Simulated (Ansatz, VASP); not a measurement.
**Pt: VASP beside Ansatz**

INCAR

```
PREC = Accurate
ENCUT = 520
EDIFF = 1E-7
ISMEAR = -1
SIGMA = 0.03
LREAL = False
LASPH = True
NELM = 150
ALGO = Normal
ISIF = 2
LWAVE = False
LCHARG = False
MAGMOM = 0 0 0
LORBIT = 11
LSORBIT = True
GGA_COMPAT = False
LORBMOM = True
LMAXMIX = 4
GGA = PE
NBANDS = 21
```

The input KPOINTS:

```
regular mesh
0
Gamma
  18 18 18
```

The input POSCAR:

```
Pt
1.0
    0.0000000000      1.9579000000      1.9579000000
    1.9579000000      0.0000000000      1.9579000000
    1.9579000000      1.9579000000      0.0000000000
Pt
1
Direct
    0.0000000000      0.0000000000      0.0000000000
```

Input for Ansatz:

```yaml
crystal:
  lattice:
    - [0.0, 1.9579, 1.9579]
    - [1.9579, 0.0, 1.9579]
    - [1.9579, 1.9579, 0.0]
  atoms:
    - { symbol: Pt, position: [0.0, 0.0, 0.0] }
kpoints:
  mp_grid: { grid: [18, 18, 18] }
  band_path:
    path:
      - [0.0, 0.0, 0.0]
      - [0.5, 0.0, 0.5]
      - [0.625, 0.25, 0.625]
      - [0.375, 0.375, 0.75]
      - [0.0, 0.0, 0.0]
      - [0.5, 0.5, 0.5]
      - [0.5, 0.25, 0.75]
      - [0.5, 0.0, 0.5]
    npoints: 5
scf:
  occupations: { method: fermi_dirac, width: 0.03 }
hamiltonian:
  xc: pbe
  pseudopotentials: { kind: all_electron, lapw: { basis_error: 0.0005 } }
output:
  forces: true
  stress: true
  eigenvalues: true
magnetization:
  noncollinear: true
  spin_orbit: true
```

Alike in both runs: task single point; functional PBE; k mesh 18 × 18 × 18; occupations fermi-dirac, width 0.03 eV; non-collinear spin, spin-orbit coupling.

|  | VASP | Ansatz |
| --- | --- | --- |
| version | VASP 6.6.1 | Ansatz 0.2.0 |
| potentials or method | VASP PAW PBE potentials, release 64 (Pt), cutoff 520 eV | all-electron LAPW |

Ansatz gave:

* pressure (GPa): 11.8
* net moment per atom (μB): 0.00

Question: What did VASP give for the same quantities?

Answer: Pressure (GPa): 11.7; net moment per atom (μB): 0.00.

Ansatz ran all-electron here, and VASP with PAW potentials.
